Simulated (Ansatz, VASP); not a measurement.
# One calculation of Si5Ge, two programs

```xyz
6
Lattice="3.3936 -4.1111 -0.2963 3.3936 4.1111 -0.2963 -2.8303 0.0000 3.6422" Properties=species:S:1:pos:R:3 pbc="T T T"
Si    3.3936   -2.6259   -0.2963
Si    3.3936    2.6259   -0.2963
Si    1.9784    1.2994    1.5249
Si    3.3936    0.0000   -0.2963
Si    1.9784   -1.2994    1.5249
Ge   -1.4151    0.0000    1.8211
```

Alike in both runs: functional PBE; k mesh 10 × 10 × 12; occupations gaussian, width 0.1 eV; no spin polarisation.

Ansatz relaxed the structure, and its values are those at the end. VASP's run is a single point on that final structure, the one shown.

|  | VASP | Ansatz |
| --- | --- | --- |
| version | VASP 6.6.1 | Ansatz 0.2.0 |
| potentials or method | VASP PAW PBE potentials, release 64 (Si, Ge_d), cutoff 520 eV | scalar-relativistic, plane waves, PAW |
| valence electrons in the cell | 34 | 34 |

```csv
,VASP,Ansatz,Ansatz less VASP
gap on the k mesh at the Fermi level (eV),none,none,-
pressure (GPa),0.0,0.0,+0.04
```

A gap of «none» marks a metal or a gap that the smearing closes. The functional is the same, so the differences come from potentials, cutoffs and numerics.
